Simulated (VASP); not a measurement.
# KScBr4: single point with PBE

The system is KScBr4.

```
K Sc Br
1.0
     0.00000    4.33551    4.33551
     4.33551    0.00000    4.33551
     4.33551    4.33551    0.00000
K Sc Br
1 1 4
Direct
  0.25000 0.25000 0.25000
  0.00000 0.00000 0.00000
  0.62577 0.12269 0.62577
  0.62577 0.62577 0.12269
  0.62577 0.62577 0.62577
  0.12269 0.62577 0.62577
```

- Program: VASP 6.6.1
- Task: single point
- Functional: PBE
- Potentials or basis: VASP PAW PBE potentials, release 64 (K_sv, Sc_sv, Br)
- Cutoff: 520 eV
- k mesh: 4 × 4 × 4
- Occupations: gaussian, width 0.1 eV
- Spin: no spin polarisation
- Dipole correction: no
- Further INCAR settings: ALGO = Normal; EDIFF = 1e-06; NBANDS = 33

```json
{
 "Pressure": "5.4 GPa",
 "Largest force": "0.135 eV/Å",
 "Band gap on the k mesh": "zero (band 24 reaches 3.44 eV, above the bottom of band 25 at 3.23 eV)"
}
```

Forces on the atoms (eV/Å):
```
K    0.000  0.000  0.000
Sc   0.000  0.000  0.000
Br   0.078 -0.078  0.078
Br   0.078  0.078 -0.078
Br  -0.078 -0.078 -0.078
Br  -0.078  0.078  0.078
```

Levels at points of the mesh, in eV from the Fermi level:
| k point | band 21 | band 22 | band 23 | band 24 | band 25 | band 26 | band 27 | band 28 |
| --- | --- | --- | --- | --- | --- | --- | --- | --- |
| (0.00, 0.00, 0.00) | -0.90 | -0.72 | 0.12 | 0.12 | 0.12 | 0.33 | 0.33 | 0.33 |
| (0.50, 0.00, 0.00) | -2.73 | -0.87 | -0.09 | -0.09 | -0.09 | 0.41 | 0.41 | 0.52 |
| (0.50, 0.50, 0.00) | -2.78 | -2.78 | -0.17 | -0.17 | 0.14 | 0.21 | 0.21 | 0.25 |

It took 39 s on 1 thread of Intel(R) Xeon(R) 6975P-C (Granite Rapids) (shared host), peak memory 0.33 GiB.
